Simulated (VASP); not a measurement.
A run of VASP 6.6.1:

The input INCAR:

```
PREC = Accurate
ENCUT = 500
EDIFF = 1E-6
ISMEAR = 0
SIGMA = 0.2
LREAL = F
LASPH = T
NELM = 120
ALGO = Normal
ISIF = 2
LWAVE = F
LCHARG = T
GGA = PE
LELF = T
LVHAR = T
NBANDS = 23
GGA_COMPAT = F
```

File KPOINTS:

```
regular mesh
0
Gamma
  4 4 2
```

Contents of POSCAR:

```
Si3Sb2Te
1.0
    2.7205151066     -2.7277905496      0.0000000000
    2.7205151066      2.7277905496      0.0000000000
    0.0000000000      0.0000000000     10.1304246950
Si Sb Te
3 2 1
Direct
    0.5000000000      0.0000000000      0.5000000000
    0.0000000000      0.5000000000      0.5000000000
    0.5000000000      0.5000000000      0.0000000000
    0.5000000000      0.5000000000      0.7123275146
    0.5000000000      0.5000000000      0.2876724854
    0.0000000000      0.0000000000      0.0000000000
```

Potentials or basis: VASP PAW PBE potentials, release 64 (Si, Sb, Te).

Command:

```bash
$ cat potpaw_PBE.64/Si/POTCAR potpaw_PBE.64/Sb/POTCAR potpaw_PBE.64/Te/POTCAR > POTCAR
$ mpirun -np 1 vasp_std > vasp.out
```

Hardware: 1 thread of AMD EPYC 9R45 96-Core Processor (Zen 5), with other jobs on the host.

Q: Estimate the wall time of this run.

A: Wall time 25 s on 1 thread of AMD EPYC 9R45 96-Core Processor (Zen 5) (shared host), peak memory 0.22 GiB. Counts: scf iterations 13, k points 14.
